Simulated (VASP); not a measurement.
# MgZn6 (Pm-3m) in VASP: further runs

The runs below take MgZn6 through single point, relaxation of cell and atoms, with PBE.

Program: VASP 6.6.1. These are calculated values, not measurements. Logs are shortened: lines on timing, memory, paths and dates and some standing lists are left out, and cuts for length are marked.

**1. The cell of the first run**

The structure is cubic, space group Pm-3m (No. 221). The conventional cell has a = 6.050 Å, b = 6.050 Å, c = 6.050 Å, α = 90.00°, β = 90.00°, γ = 90.00°. Mg (site symmetry m-3m) has 24 Zn at 4.44 Å within 5.8 Å. Within 3.1 Å of Zn (site symmetry 4mm) lie 5 Zn at 2.36 to 2.61 Å.

The cell was built from a structure type or drawn by symmetry, and may not be a known phase.

**2. Single point, PBE**

The input, INCAR:

```
SYSTEM = MgZn6
PREC = Accurate
ENCUT = 520
EDIFF = 1E-6
ISMEAR = 0
SIGMA = 0.1
LREAL = .FALSE.
LASPH = .TRUE.
NELM = 80
ALGO = Fast
ISIF = 2
LWAVE = .FALSE.
LCHARG = .TRUE.
GGA = PE
LELF = .TRUE.
LVHAR = .TRUE.
NBANDS = 46
```

The input, KPOINTS:

```
Automatic mesh
0
G
  6 6 6
  0 0 0
```

The input, POSCAR:

```
MgZn6
1.0
    6.0499535629      0.0000000000      0.0000000000
    0.0000000000      6.0499535629      0.0000000000
    0.0000000000      0.0000000000      6.0499535629
Mg Zn
1 6
Direct
    0.0000000000      0.0000000000      0.0000000000
    0.1946651430      0.5000000000      0.5000000000
    0.5000000000      0.1946651430      0.5000000000
    0.8053348570      0.5000000000      0.5000000000
    0.5000000000      0.8053348570      0.5000000000
    0.5000000000      0.5000000000      0.1946651430
    0.5000000000      0.5000000000      0.8053348570
```

Potentials or basis: VASP PAW PBE potentials, release 64 (Mg, Zn).

Command:

```bash
$ cat potpaw_PBE.64/Mg/POTCAR potpaw_PBE.64/Zn/POTCAR > POTCAR
$ mpirun -np 1 vasp_std > vasp.out
```

OUTCAR:

```text
SYSTEM = MgZn6
   PREC = Accurate
   ENCUT = 520
   EDIFF = 1E-6
   ISMEAR = 0
   LREAL = .FALSE.
   LASPH = .TRUE.
   NELM = 80
   ISIF = 2
   GGA = PE

 ion  position               nearest neighbor table
   1  0.000  0.000  0.000-
   2  0.195  0.500  0.500-   4 2.36   3 2.61   5 2.61   6 2.61   7 2.61
   3  0.500  0.195  0.500-   5 2.36   4 2.61   2 2.61   6 2.61   7 2.61
   4  0.805  0.500  0.500-   2 2.36   3 2.61   5 2.61   6 2.61   7 2.61
   5  0.500  0.805  0.500-   3 2.36   2 2.61   4 2.61   6 2.61   7 2.61
   6  0.500  0.500  0.195-   7 2.36   3 2.61   4 2.61   5 2.61   2 2.61
   7  0.500  0.500  0.805-   6 2.36   3 2.61   4 2.61   5 2.61   2 2.61

  LATTYP: Found a simple cubic cell.
 ALAT       =     6.0499535629

  Lattice vectors:

 A1 = (   6.0499535629,   0.0000000000,   0.0000000000)
 A2 = (   0.0000000000,   6.0499535629,   0.0000000000)
 A3 = (   0.0000000000,   0.0000000000,   6.0499535629)

Analysis of symmetry for initial positions (statically):
=====================================================================
 Subroutine PRICEL returns:
 Original cell was already a primitive cell.

 Routine SETGRP: Setting up the symmetry group for a
 simple cubic supercell.

 Subroutine GETGRP returns: Found 48 space group operations
 (whereof 48 operations were pure point group operations)
 out of a pool of 48 trial point group operations.

The static configuration has the point symmetry O_h .

Analysis of symmetry for dynamics (positions and initial velocities):
=====================================================================
 Subroutine PRICEL returns:
 Original cell was already a primitive cell.

 Routine SETGRP: Setting up the symmetry group for a
 simple cubic supercell.

 Subroutine GETGRP returns: Found 48 space group operations
 (whereof 48 operations were pure point group operations)
 out of a pool of 48 trial point group operations.

The dynamic configuration has the point symmetry O_h .

 Subroutine INISYM returns: Found 48 space group operations
 (whereof 48 operations are pure point group operations),
 and found     1 'primitive' translations

----------------------------------------------------------------------------------------

                                     Primitive cell

  volume of cell :     221.4400

  direct lattice vectors                    reciprocal lattice vectors
     6.049953563  0.000000000  0.000000000     0.165290525  0.000000000  0.000000000
     0.000000000  6.049953563  0.000000000     0.000000000  0.165290525  0.000000000
     0.000000000  0.000000000  6.049953563     0.000000000  0.000000000  0.165290525

  length of vectors
     6.049953563  6.049953563  6.049953563     0.165290525  0.165290525  0.165290525

  position of ions in fractional coordinates (direct lattice)
     0.000000000  0.000000000  0.000000000
     0.194665143  0.500000000  0.500000000
     0.500000000  0.194665143  0.500000000
     0.805334857  0.500000000  0.500000000
     0.500000000  0.805334857  0.500000000
     0.500000000  0.500000000  0.194665143
     0.500000000  0.500000000  0.805334857

  ion indices of the primitive-cell ions
   primitive index   ion index
                 1           1
                 2           2
                 3           3
                 4           4
                 5           5
                 6           6
                 7           7

----------------------------------------------------------------------------------------

 KPOINTS: Automatic mesh

Automatic generation of k-mesh.
 Grid dimensions read from file:
 generate k-points for:    6    6    6

 Generating k-lattice:

  Cartesian coordinates                     Fractional coordinates (reciprocal lattice)
     0.027548421  0.000000000  0.000000000     0.166666667  0.000000000  0.000000000
     0.000000000  0.027548421  0.000000000     0.000000000  0.166666667  0.000000000
     0.000000000  0.000000000  0.027548421     0.000000000  0.000000000  0.166666667

  Length of vectors
     0.027548421  0.027548421  0.027548421

  Shift w.r.t. Gamma in fractional coordinates (k-lattice)
     0.000000000  0.000000000  0.000000000

 Subroutine IBZKPT returns following result:
 ===========================================

 Found     20 irreducible k-points:

 Following reciprocal coordinates:
            Coordinates               Weight
  0.000000  0.000000  0.000000      1.000000
  0.166667  0.000000  0.000000      6.000000
  0.333333  0.000000  0.000000      6.000000
  0.500000  0.000000  0.000000      3.000000
  0.166667  0.166667  0.000000     12.000000
  0.333333  0.166667  0.000000     24.000000
[... 12 lines left out ...]
  0.500000  0.500000  0.333333      6.000000
  0.500000  0.500000  0.500000      1.000000
   k-points           NKPTS =     20   k-points in BZ     NKDIM =     20   number of bands    NBANDS=     46
   number of dos      NEDOS =    301   number of ions     NIONS =      7
   total plane-waves  NPLWV = 110592
   dimension x,y,z NGX =    48 NGY =   48 NGZ =   48
   dimension x,y,z NGXF=    96 NGYF=   96 NGZF=   96
   ions per type =               1   6
   NGX,Y,Z   is equivalent  to a cutoff of  13.19, 13.19, 13.19 a.u.
   NGXF,Y,Z  is equivalent  to a cutoff of  26.38, 26.38, 26.38 a.u.
 SYSTEM =  MgZn6
   PREC   = accura    normal or accurate (medium, high low for compatibility)
   ISTART =      0    job   : 0-new  1-cont  2-samecut
   ICHARG =      2    charge: 1-file 2-atom 10-const
   ISPIN  =      1    spin polarized calculation?
   LNONCOLLINEAR =      F non collinear calculations
   LSORBIT =      F    spin-orbit coupling
   LASPH  =      T    aspherical Exc in radial PAW
   ENCUT  =  520.0 eV  38.22 Ry    6.18 a.u.  11.25 11.25 11.25*2*pi/ulx,y,z
   NELM   =     80;   NELMIN=  2; NELMDL= -5     # of ELM steps
   EDIFF  = 0.1E-05   stopping-criterion for ELM
   LREAL  =      F    real-space projection
   EDIFFG = 0.1E-04   stopping-criterion for IOM
   NSW    =      0    number of steps for IOM
   IBRION =     -1    ionic relax: 0-MD 1-quasi-New 2-CG
   NFREE  =      0    steps in history (QN), initial steepest desc. (CG)
   ISIF   =      2    stress and relaxation
   ISYM   =      2    0-nonsym 1-usesym 2-fastsym
   POTIM  = 0.5000    time-step for ionic-motion
   TEBEG  =    0.0;   TEEND  =   0.0 temperature during run
   PSTRESS=    0.0 pullay stress
   NELECT =      74.0000    total number of electrons
   NUPDOWN=      -1.0000    fix difference up-down
   EMIN   =  10.00;   EMAX   =-10.00  energy-range for DOS
   EFERMI =   0.00;   METHOD = LEGACY
   ISMEAR =     0;   SIGMA  =   0.10  broadening in eV -4-tet -1-fermi 0-gaus
   EFERMI_NEDOS =   21; number of points for ismear=-14 and -15
   IALGO  =     68    algorithm
   IMIX   =      4    mixing-type and parameters
     AMIX     =   0.40;   BMIX     =  1.00
     AMIX_MAG =   1.60;   BMIX_MAG =  1.00
  volume/ion in A,a.u.               =      31.63       213.48
  Fermi-wavevector in a.u.,A,eV,Ry     =   1.136057  2.146836 17.560019  1.290625
  Thomas-Fermi vector in A             =   2.272762
   LORBIT       =      0    0 simple, 1 ext, 2 COOP (PROOUT), +10 PAW based schemes
   GGA     = PE    functional components
   LHFCALC =     F    Hartree Fock is set to
   AEXX    =    0.0000 exact exchange contribution
   IVDW    =     0    specifies the selected vdW correction
   LEPSILON=     F    determine dielectric tensor
   LRPA    =     F    only Hartree local field effects (RPA)
 non-spin polarized calculation
 RMM-DIIS sequential band-by-band and
 Gauss-broadening in eV      SIGMA  =   0.10
  energy-cutoff  :      520.00
  volume of cell :      221.44
 maximum number of plane-waves:      6031
 NGX is ok and might be reduce to    48
   NGX = 23   NGY = 23   NGZ = 23

 number of electron      74.0000052 magnetization

 Free energy of the ion-electron system (eV)
  ---------------------------------------------------
  ext. energy  EPLUGINS =         0.00000000
  ---------------------------------------------------
  free energy    TOTEN  =        -4.24663825 eV

  energy without entropy =       -4.23387426  energy(sigma->0) =       -4.24025626

 E-fermi :  -0.2069     XC(G=0):  -7.6881

 val. band max:       -0.3045138746   @ k =   0.5000   0.1667   0.1667
 cond. band min:      -0.1942913805   @ k =   0.5000   0.5000   0.1667
 fundamental gap:      0.1102224941
 Fermi energy:        -0.2069453614

 k-point     1 :       0.0000    0.0000    0.0000
  band No.  band energies     occupation
      1      -9.1761      2.00000
      2      -8.1157      2.00000
      3      -8.1157      2.00000
      4      -8.1157      2.00000
      5      -7.8634      2.00000
      6      -7.8634      2.00000
[... 38 lines left out ...]
     45       3.2015      0.00000
     46       3.2015      0.00000

 k-point     2 :       0.1667    0.0000    0.0000
  band No.  band energies     occupation
      1      -9.1290      2.00000
      2      -8.1553      2.00000
      3      -8.1051      2.00000
      4      -8.1051      2.00000
      5      -7.8978      2.00000
      6      -7.8978      2.00000
[... 38 lines left out ...]
     45       2.9074      0.00000
     46       3.8904      0.00000

 k-point     3 :       0.3333    0.0000    0.0000
  band No.  band energies     occupation
      1      -9.0198      2.00000
      2      -8.2458      2.00000
      3      -8.0750      2.00000
      4      -8.0750      2.00000
      5      -7.9642      2.00000
      6      -7.9642      2.00000
[... 38 lines left out ...]
     45       3.2431      0.00000
     46       4.2502      0.00000

 k-point     4 :       0.5000    0.0000    0.0000
  band No.  band energies     occupation
      1      -8.9533      2.00000
      2      -8.3016      2.00000
      3      -8.0395      2.00000
      4      -8.0395      2.00000
      5      -8.0121      2.00000
      6      -8.0121      2.00000
[... 724 lines left out ...]
     45       4.0503      0.00000
     46       4.7056      0.00000

 k-point    19 :       0.5000    0.5000    0.3333
  band No.  band energies     occupation
      1      -8.4155      2.00000
      2      -8.2010      2.00000
      3      -8.2010      2.00000
      4      -8.1593      2.00000
      5      -8.1104      2.00000
      6      -8.1104      2.00000
[... 38 lines left out ...]
     45       3.8898      0.00000
     46       4.4592      0.00000

 k-point    20 :       0.5000    0.5000    0.5000
  band No.  band energies     occupation
      1      -8.1626      2.00000
      2      -8.1626      2.00000
      3      -8.1626      2.00000
      4      -8.1580      2.00000
      5      -8.1580      2.00000
      6      -8.1580      2.00000
[... 38 lines left out ...]
     45       4.2397      0.00000
     46       4.2397      0.00000

------------------------ aborting loop because EDIFF is reached ----------------------------------------

  FORCE on cell =-STRESS in cart. coord.  units (eV):
  Direction    XX          YY          ZZ          XY          YZ          ZX
  --------------------------------------------------------------------------------------
  -------------------------------------------------------------------------------------
  Total        0.1702322      0.1702322      0.1702322     -0.0000000      0.0000000     -0.0000000
  in kB        1.2316755      1.2316755      1.2316755     -0.0000000      0.0000000     -0.0000000
  external PRESSURE =       1.2316755 kB  Pullay stress =       0.0000000 kB

 VOLUME and BASIS-vectors are now :
 -----------------------------------------------------------------------------
  energy-cutoff  :      520.00
  volume of cell :      221.44
      direct lattice vectors                 reciprocal lattice vectors
     6.049953563  0.000000000  0.000000000     0.165290525  0.000000000  0.000000000
     0.000000000  6.049953563  0.000000000     0.000000000  0.165290525  0.000000000
     0.000000000  0.000000000  6.049953563     0.000000000  0.000000000  0.165290525

 POSITION                                       TOTAL-FORCE (eV/Angst)
 -----------------------------------------------------------------------------------
      0.00000      0.00000      0.00000        -0.000000     -0.000000      0.000000
      1.17772      3.02498      3.02498         0.006163     -0.000000     -0.000000
      3.02498      1.17772      3.02498        -0.000000      0.006163      0.000000
      4.87224      3.02498      3.02498        -0.006163      0.000000      0.000000
      3.02498      4.87224      3.02498         0.000000     -0.006163      0.000000
      3.02498      3.02498      1.17772        -0.000000      0.000000      0.006163
      3.02498      3.02498      4.87224         0.000000     -0.000000     -0.006163
 -----------------------------------------------------------------------------------
    total drift:                                0.000000      0.000000     -0.000000

  FREE ENERGIE OF THE ION-ELECTRON SYSTEM (eV)
  ---------------------------------------------------
  free  energy   TOTEN  =        -4.2466382540 eV

  energy  without entropy=       -4.2338742609  energy(sigma->0) =       -4.24025626
```

It took 1.7 min on 1 thread of Intel Xeon 6975P-C (Granite Rapids), shared host; peak memory 0.41 GiB.

What came out:

```
Free energy            : -4.2466 eV
Pressure               : 0.1 GPa
Largest force          : 0.006 eV/Å
Band gap on the k mesh : zero (bands 37 and 38 overlap by 1.63 eV)
```

Forces in eV/Å, atoms in the order of the input:
```
Mg   0.000  0.000  0.000
Zn   0.006  0.000  0.000
Zn   0.000  0.006  0.000
Zn  -0.006  0.000  0.000
Zn   0.000 -0.006  0.000
Zn   0.000  0.000  0.006
Zn   0.000  0.000 -0.006
```

(Part 1 of 2 ends here.)
